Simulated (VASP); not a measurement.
A run of VASP 6.6.1 is set up as follows.

File INCAR:

```
PREC     = Accurate       # precision mode
ENCUT    = 520            # plane-wave cutoff, eV
EDIFF    = 1E-6           # SCF threshold, eV
ISMEAR   = 0              # smearing method
SIGMA    = 0.1            # smearing width, eV
LREAL    = False          # projectors in reciprocal space
LASPH    = True           # aspherical terms in the spheres
NELM     = 100            # most SCF steps
ALGO     = Normal         # electronic algorithm
ISIF     = 2              # what is computed and relaxed
LWAVE    = False          # write WAVECAR
LCHARG   = False          # write CHGCAR
GGA      = PE             # functional
NBANDS   = 16             # bands
```

KPOINTS

```
Automatic mesh
0
Gamma
  6 6 6
```

File POSCAR:

```
InAs
1.0
    3.5720630441      0.0000000000      0.0000000000
    0.0000000000      3.5720630441      0.0000000000
    0.0000000000      0.0000000000      3.5720630441
In As
1 1
Direct
    0.0000000000      0.0000000000      0.0000000000
    0.5000000000      0.5000000000      0.5000000000
```

Potentials or basis: VASP PAW PBE potentials, release 64 (In_d, As).

Command:

```sh
$ cat potpaw_PBE.64/In_d/POTCAR potpaw_PBE.64/As/POTCAR > POTCAR
$ mpirun -np 1 vasp_std > vasp.out
```

Question: Estimate the pressure.

Answer: 0.1 GPa.

Question: What does it give for the band gap on the k mesh?

Answer: Zero (band 9 reaches 7.71 eV, above the bottom of band 10 at 5.22 eV).

Caveat: spin-orbit coupling is left out, which moves the levels of the heavy elements.
